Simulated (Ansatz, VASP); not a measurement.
Two plane-wave programs on SnS2

File INCAR:

```
SYSTEM = SnS2
PREC = Accurate
ENCUT = 400
EDIFF = 1E-6
ISMEAR = 0
SIGMA = 0.03
LREAL = .FALSE.
LASPH = .TRUE.
NELM = 120
ALGO = Normal
ISIF = 2
LWAVE = .FALSE.
LCHARG = .FALSE.
LDIPOL = .TRUE.
IDIPOL = 3
DIPOL = 0.5 0.5 0.500
GGA = PS
NBANDS = 20
GGA_COMPAT = .FALSE.
NELMDL = -8
```

Contents of KPOINTS:

```
regular mesh
0
G
  12 12 1
  0 0 0
```

POSCAR

```
SnS2
1.0
    3.6256326489      0.0000000000      0.0000000000
   -1.8128163244      3.1398899787      0.0000000000
    0.0000000000      0.0000000000     18.9572021523
S Sn
2 1
Direct
    0.3333333333      0.6666666667      0.4220032015
    0.6666666667      0.3333333333      0.5779967985
    0.0000000000      0.0000000000      0.5000000000
```

Input for Ansatz:

```yaml
crystal:
  lattice:
    - [3.6256326489, 0.0, 0.0]
    - [-1.8128163244, 3.1398899787, 0.0]
    - [0.0, 0.0, 18.9572021523]
  atoms:
    - { symbol: S, position: [0.3333333333, 0.6666666667, 0.4220032015] }
    - { symbol: Sn, position: [0.0, 0.0, 0.5] }
    - { symbol: S, position: [0.6666666667, 0.3333333333, 0.5779967985] }
basis:
  ecutwfc: 420
kpoints:
  mp_grid: { grid: [12, 12, 1] }
hamiltonian:
  xc: pbesol
  pseudopotentials: { kind: paw, azcp: { folder: soft_1 } }
scf:
  occupations: { method: gaussian, width: 0.03 }
  n_extra_bands: 7
  max_iter: 160
output:
  forces: true
  eigenvalues: true
efield:
  axis: 3
  dipole_correction: true
```

Alike in both runs: task single point; functional PBEsol; k mesh 12 × 12 × 1; occupations gaussian, width 0.03 eV; no spin polarisation.

|  | VASP | Ansatz |
| --- | --- | --- |
| version | VASP 6.6.1 | Ansatz 0.2.0 |
| potentials or method | VASP PAW PBE potentials, release 64 (S, Sn_d), cutoff 400 eV | scalar-relativistic, plane waves, PAW |
| valence electrons in the cell | 26 | 26 |

|  | VASP | Ansatz | Ansatz less VASP |
| --- | --- | --- | --- |
| gap on the k mesh at the Fermi level (eV) | 1.53 | 1.53 | -0.002 |
| least direct gap on the mesh (eV) | 1.81 | 1.81 | -0.003 |
| rms of the force components (eV/Å) | 0.016 | 0.015 | -0.0014 |

VASP's potentials were made for PBE, not for PBEsol, and Ansatz warns of the same on its side. The functional is the same, so the differences come from potentials, cutoffs and numerics.
